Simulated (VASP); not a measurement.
BaTiO3: single point with PBE

The system is BaTiO3.

```
Ba Ti O
1.0
     4.10501    0.00000    0.00000
     0.00000    4.10501    0.00000
     0.00000    0.00000    4.32650
Ba Ti O
1 1 3
Direct
  0.50000 0.50000 0.60485
  0.00000 0.00000 0.11454
  0.00000 0.50000 0.05741
  0.50000 0.00000 0.05741
  0.00000 0.00000 0.52579
```

This cell differs from its parent crystal: equal strain along all axes, cell held: +3.0 %, then relaxed in part.

```
Program             : VASP 6.6.1
Task                : single point
Functional          : PBE
Potentials or basis : VASP PAW PBE potentials, release 64 (Ba_sv, Ti_sv, O)
Cutoff              : 520 eV
k mesh              : 8 × 8 × 6
Occupations         : gaussian, width 0.02 eV
Spin                : no spin polarisation
```

```
Pressure               : -7.6 GPa
Largest force          : 0.121 eV/Å
Band gap on the k mesh : 1.70 eV, indirect (least direct gap 2.27 eV)
```

Forces on the atoms (eV/Å):
```
Ba   0.000  0.000 -0.063
Ti   0.000  0.000 -0.112
O    0.000  0.000  0.027
O    0.000  0.000  0.027
O    0.000  0.000  0.121
```

Stress tensor (GPa, compression positive):
```
-9.36  0.00  0.00
 0.00 -9.36  0.00
 0.00  0.00 -4.00
```

Levels at points of the mesh, in eV from the valence-band top:
```
           k point  band 17  band 18  band 19  band 20  band 21  band 22  band 23  band 24
(0.00, 0.00, 0.00)    -1.22    -1.19    -0.57    -0.57     1.70     2.56     2.56     3.54
(0.50, 0.00, 0.00)    -1.78    -1.76    -1.54    -1.52     2.56     3.06     3.24     3.87
(0.50, 0.50, 0.00)    -2.20    -1.26    -1.26    -0.05     3.28     3.28     3.52     3.64
(0.00, 0.00, 0.50)    -1.95    -1.80    -0.71    -0.71     1.80     3.30     3.30     3.56
(0.50, 0.00, 0.50)    -1.88    -1.17    -1.06    -0.58     3.12     3.31     3.40     4.23
(0.50, 0.50, 0.50)    -2.62    -0.55    -0.55     0.00     3.61     3.61     3.62     5.36
```

Run time: 2.6 min on 1 thread of Intel Xeon 8259CL, on a shared host, peak memory 0.26 GiB.

Caveat: the cell differs from its parent crystal (equal strain along all axes, cell held: +3.0 %, then relaxed in part); spin-orbit coupling is left out, which moves the levels of the heavy elements. A k mesh can miss the band edges.
